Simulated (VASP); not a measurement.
A run of VASP 6.6.1 is set up as follows.

INCAR

```
  PREC = Accurate
  ENCUT = 520
  EDIFF = 1E-6
  ISMEAR = 0
  SIGMA = 0.15
  LREAL = False
  LASPH = True
  NELM = 80
  ALGO = Normal
  ISIF = 2
  LWAVE = False
  LCHARG = False
  NBANDS = 14
```

Contents of KPOINTS:

```
Automatic mesh
0
Gamma
  18 18 18
```

POSCAR

```
HfN
1.0
    0.0000000000      2.0782800000      2.3493600000
    2.0782800000      0.0000000000      2.3493600000
    2.0782800000      2.0782800000      0.0000000000
Hf N
1 1
Direct
    0.0000000000      0.0000000000      0.0000000000
    0.5000000000      0.5000000000      0.5000000000
```

Potentials or basis: VASP PAW LDA potentials, release 64 (Hf_pv, N).

Run with:

```sh
$ cat potpaw_LDA.64/Hf_pv/POTCAR potpaw_LDA.64/N/POTCAR > POTCAR
$ mpirun -np 1 vasp_std > vasp.out
```

(1) Predict the pressure.

Answers

(1) 46.8 GPa.

Caveat: the cell differs from its parent crystal (strain -0.080 along x and y, +0.040 along z).
